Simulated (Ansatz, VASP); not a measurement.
# Rh: VASP beside Ansatz

Contents of POSCAR:

```
Rh
1.0
    2.6190983845      0.0000000000      0.0000000000
   -1.3095491922      2.2682057360      0.0000000000
    0.0000000000      0.0000000000      4.6338962376
Rh
2
Direct
    0.6666666667      0.3333333333      0.7500000000
    0.3333333333      0.6666666667      0.2500000000
```

The input INCAR.step1:

```
PREC     = Accurate       # precision mode
ENCUT    = 520            # plane-wave cutoff, eV
ISMEAR   = 0              # smearing method
SIGMA    = 0.15           # smearing width, eV
LREAL    = False          # projectors in reciprocal space
LASPH    = True           # aspherical terms in the spheres
NELM     = 60             # most SCF steps
NBANDS   = 22             # bands
GGA      = PE             # functional
ALGO     = Normal         # electronic algorithm
EDIFF    = 1E-4           # SCF threshold, eV
LWAVE    = True           # write WAVECAR
LCHARG   = False          # write CHGCAR
```

Contents of INCAR.step2:

```
PREC     = Accurate       # precision mode
ENCUT    = 520            # plane-wave cutoff, eV
EDIFF    = 1E-6           # SCF threshold, eV
ISMEAR   = 0              # smearing method
SIGMA    = 0.15           # smearing width, eV
LREAL    = False          # projectors in reciprocal space
LASPH    = True           # aspherical terms in the spheres
NELM     = 60             # most SCF steps
ALGO     = Normal         # electronic algorithm
ISIF     = 2              # what is computed and relaxed
LWAVE    = False          # write WAVECAR
LCHARG   = False          # write CHGCAR
METAGGA  = R2SCAN         # meta-GGA
LMIXTAU  = True         
NBANDS   = 22             # bands
ISTART   = 1
```

File KPOINTS:

```
Automatic mesh
0
Gamma
  30 30 16
```

Input for Ansatz:

```yaml
crystal:
  lattice:
    - [2.6190983845, 0.0, 0.0]
    - [-1.3095491922, 2.268205736, 0.0]
    - [0.0, 0.0, 4.6338962376]
  atoms:
    - { symbol: Rh, position: [0.6666666667, 0.3333333333, 0.75] }
    - { symbol: Rh, position: [0.3333333333, 0.6666666667, 0.25] }
basis:
  ecutwfc: 500
kpoints:
  mp_grid: { grid: [30, 30, 16] }
hamiltonian:
  xc: r2scan
scf:
  occupations: { method: gaussian, width: 0.15 }
output:
  forces: true
  stress: true
  eigenvalues: true
```

Alike in both runs: task single point; functional r2SCAN; k mesh 30 × 30 × 16; occupations gaussian, width 0.15 eV; no spin polarisation.

|  | VASP | Ansatz |
| --- | --- | --- |
| version | VASP 6.6.1 | Ansatz 0.2.0 |
| potentials or method | VASP PAW PBE potentials, release 64 (Rh_pv), cutoff 520 eV | scalar-relativistic, plane waves, PAW |
| valence electrons in the cell | 30 | 34 |

```csv
,VASP,Ansatz,Ansatz less VASP
gap on the k mesh at the Fermi level (eV),none,none,-
pressure (GPa),3.6,2.4,-1.24
"traceless stress, the component that is largest in VASP (GPa)",-17.35,-17.04,+0.310
```

VASP's potentials were made for PBE, not for r2SCAN. A gap of «none» marks a metal or a gap that the smearing closes. The functional is the same, so the differences come from potentials, cutoffs and numerics. VASP's potentials hold 30 valence electrons a cell and Ansatz's 34, so a difference there can come from the potentials and not from the codes.
